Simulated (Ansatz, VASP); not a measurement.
# Be5Te2: VASP beside Ansatz

File INCAR:

```
SYSTEM = Be5Te2
ALGO     = Normal         ! electronic algorithm
EDIFF    = 1E-7           ! SCF threshold, eV
EDIFFG   = -0.08          ! ionic threshold
ENCUT    = 600            ! plane-wave cutoff, eV
GGA      = PE             ! functional
IBRION   = 2              ! ionic algorithm
ISIF     = 3              ! what is computed and relaxed
ISMEAR   = 0              ! smearing method
LASPH    = .TRUE.         ! aspherical terms in the spheres
LCHARG   = .FALSE.        ! write CHGCAR
LREAL    = .FALSE.        ! projectors in reciprocal space
LWAVE    = .FALSE.        ! write WAVECAR
NELM     = 80             ! most SCF steps
NSW      = 36             ! ionic steps
PREC     = Accurate       ! precision mode
SIGMA    = 0.2            ! smearing width, eV
```

The input KPOINTS:

```
k-points
0
G
  4 4 3
  0 0 0
```

The input POSCAR:

```
Be5Te2
1.0
    4.3695404900      0.0000000000      0.0000000000
    0.0000000000      4.3695404900      0.0000000000
    0.0000000000      0.0000000000      5.5106603400
Be Te
5 2
Direct
    0.8538880800      0.5000000000      0.0000000000
    0.1461119200      0.5000000000      0.0000000000
    0.5000000000      0.8538880800      0.0000000000
    0.5000000000      0.1461119200      0.0000000000
    0.5000000000      0.5000000000      0.0000000000
    0.0000000000      0.0000000000      0.2343350000
    0.0000000000      0.0000000000      0.7656650000
```

Input for Ansatz:

```yaml
crystal:
  lattice:
    - [4.36954049, 0.0, 0.0]
    - [0.0, 4.36954049, 0.0]
    - [0.0, 0.0, 5.51066034]
  atoms:
    - { symbol: Be, position: [0.85388808, 0.5, 0.0] }
    - { symbol: Be, position: [0.14611192, 0.5, 0.0] }
    - { symbol: Be, position: [0.5, 0.85388808, 0.0] }
    - { symbol: Be, position: [0.5, 0.14611192, 0.0] }
    - { symbol: Be, position: [0.5, 0.5, 0.0] }
    - { symbol: Te, position: [0.0, 0.0, 0.234335] }
    - { symbol: Te, position: [0.0, 0.0, 0.765665] }
basis:
  ecutwfc: 420
kpoints:
  mp_grid: { grid: [4, 4, 3] }
hamiltonian:
  xc: pbe
scf:
  occupations: { method: gaussian, width: 0.2 }
  lower_state_search: "off"
output:
  forces: true
  stress: true
  eigenvalues: true
relax:
  adjacent_minimum: "off"
  f_tol: 0.08
  max_steps: 16
  cell: { stress_tol: 0.8 }
```

Alike in both runs: task relaxation of cell and atoms; functional PBE; k mesh 4 × 4 × 3; occupations gaussian, width 0.2 eV; no spin polarisation.

|  | VASP | Ansatz |
| --- | --- | --- |
| version | VASP 6.6.1 | Ansatz 0.2.0 |
| potentials or method | VASP PAW PBE potentials, release 64 (Be, Te), cutoff 600 eV | scalar-relativistic, plane waves, PAW |
| valence electrons in the cell | 22 | 42 |

VASP gave:

```
gap on the k mesh at the Fermi level, each at its own relaxed structure (eV) : none
relaxed volume (Å³/atom)                                                     : 28.03
relaxed cell length with the largest relative difference (Å)                 : 5.835
```

Q: Which values does Ansatz return?

A: gap on the k mesh at the Fermi level, each at its own relaxed structure (eV): none; relaxed volume (Å³/atom): 28.49; relaxed cell length with the largest relative difference (Å): 5.948.

A gap of «none» marks a metal or a gap that the smearing closes. VASP's potentials hold 22 valence electrons a cell and Ansatz's 42, so a difference there can come from the potentials and not from the codes.

The k mesh is coarse, so the values compare programs but aren't converged. Neither program's run includes spin-orbit coupling. Noted on VASP's run: the volume moved by over 15 % at a fixed basis, so the end points are rough.
